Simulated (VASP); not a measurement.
A run of VASP 6.6.1 is set up as follows.

INCAR

```
SYSTEM = La
PREC = Accurate
ENCUT = 520
EDIFF = 1E-6
ISMEAR = 1
SIGMA = 0.05
LREAL = .False.
LASPH = .True.
NELM = 80
ALGO = Normal
ISIF = 2
LWAVE = .False.
LCHARG = .False.
GGA = PS
NBANDS = 12
```

File KPOINTS:

```
Automatic mesh
0
Gamma
  11 11 11
  0 0 0
```

POSCAR

```
La
1.0
   -2.0525678734      2.0525678734      2.0525678734
    2.0525678734     -2.0525678734      2.0525678734
    2.0525678734      2.0525678734     -2.0525678734
La
1
Direct
    0.0000000000      0.0000000000      0.0000000000
```

Potentials or basis: VASP PAW PBE potentials, release 64 (La).

Launch:

```sh
$ cat potpaw_PBE.64/La/POTCAR > POTCAR
$ mpirun -np 1 vasp_std > vasp.out
```

Predict the pressure.

0.1 GPa.

Caveat: the PAW data sets were made with another functional, which shifts forces and pressure a little.
